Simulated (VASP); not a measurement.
Input of a VASP 6.6.1 run:

The input INCAR:

```
ALGO = Normal
EDIFF = 1E-6
ENCUT = 520
GGA = PS
ISIF = 2
ISMEAR = 0
LASPH = True
LCHARG = False
LREAL = False
LWAVE = False
NBANDS = 16
NELM = 80
PREC = Accurate
SIGMA = 0.05
```

KPOINTS

```
k-points
0
Gamma
  10 10 10
```

POSCAR

```
SrOs
1.0
    3.6003672161      0.0000000000      0.0000000000
    0.0000000000      3.6003672161      0.0000000000
    0.0000000000      0.0000000000      3.6003672161
Sr Os
1 1
Direct
    0.0000000000      0.0000000000      0.0000000000
    0.5000000000      0.5000000000      0.5000000000
```

Potentials or basis: VASP PAW PBE potentials, release 64 (Sr_sv, Os).

Command:

```sh
$ cat potpaw_PBE.64/Sr_sv/POTCAR potpaw_PBE.64/Os/POTCAR > POTCAR
$ mpirun -np 1 vasp_std > vasp.out
```

(1) Predict the band gap on the k mesh.

(2) Predict the pressure.

Results:

(1) zero (bands 9 and 10 overlap by 1.60 eV).

(2) -3.8 GPa.

Caveat: the cell stands under tension; the PAW data sets were made with another functional, which shifts forces and pressure a little; spin-orbit coupling is left out, which moves the levels of the heavy elements.
